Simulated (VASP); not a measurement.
Set up this calculation in VASP 6.6.1, as the native input.

```yaml
Task: relaxation of cell and atoms
Functional: PBE
Potentials_or_basis: VASP PAW PBE potentials, release 64 (Sc_sv, Si, O)
Cutoff: 600 eV
k_mesh: 6 × 6 × 4
Occupations: gaussian, width 0.1 eV
Spin: no spin polarisation
Dipole_correction: no
Further_INCAR_settings: ALGO = Normal; EDIFF = 1e-07; IBRION = 2; EDIFFG = -0.04; NSW = 90; ISIF = 3
```

The structure of ScSi2O3 lies in POSCAR:

```
ScSi2O3
1.0
    3.1728226500      0.0000000000      0.0000000000
    0.0000000000      3.1728226500      0.0000000000
    0.0000000000      0.0000000000      6.7467778400
Sc Si O
1 2 3
Direct
    0.0000000000      0.0000000000      0.6217470200
    0.5000000000      0.5000000000      0.7365469900
    0.0000000000      0.0000000000      0.2648670100
    0.5000000000      0.0000000000      0.9998509900
    0.0000000000      0.5000000000      0.9998509900
    0.5000000000      0.5000000000      0.3771390000
```

The cell was built from a structure type or drawn by symmetry, and may not be a known phase.

One way to write it, as run:

INCAR

```
SYSTEM = ScSi2O3
PREC = Accurate ; ENCUT = 600
EDIFF = 1E-7 ; ISMEAR = 0
SIGMA = 0.1 ; LREAL = .False.
LASPH = .True. ; NELM = 80
ALGO = Normal ; ISIF = 3
LWAVE = .False. ; LCHARG = .False.
GGA = PE ; IBRION = 2
NSW = 90 ; EDIFFG = -0.04
```

KPOINTS

```
Automatic mesh
0
Gamma
  6 6 4
  0 0 0
```

Potentials or basis: VASP PAW PBE potentials, release 64 (Sc_sv, Si, O).

Command:

```sh
$ cat potpaw_PBE.64/Sc_sv/POTCAR potpaw_PBE.64/Si/POTCAR potpaw_PBE.64/O/POTCAR > POTCAR
$ mpirun -np 1 vasp_std > vasp.out
```

It gave:

```yaml
Relaxed_volume: 13.48 Å³/atom
Relaxed_cell: a = 3.213 Å, b = 3.213 Å, c = 7.835 Å, α = 90.00°, β = 90.00°, γ = 90.00°
Space_group_after_relaxing_to_0.1_Å: P4mm (No. 99)
Energy_gained_by_relaxing: 1814.9 meV/atom
Ionic_steps: 19
Pressure_after_relaxing: 0.0 GPa
Largest_force_after_relaxing: 0.035 eV/Å
Band_gap_on_the_k_mesh: zero (an odd number of electrons rules out a gap without spin polarisation)
```

Caveat: the volume moved by over 15 % at a fixed basis, so the end points are rough; an odd number of electrons without spin polarisation forces a metal; a magnetic or distorted state may lie lower.

Run time: 23 min on 1 thread of Intel Xeon 8259CL (shared host), peak memory 0.24 GiB.
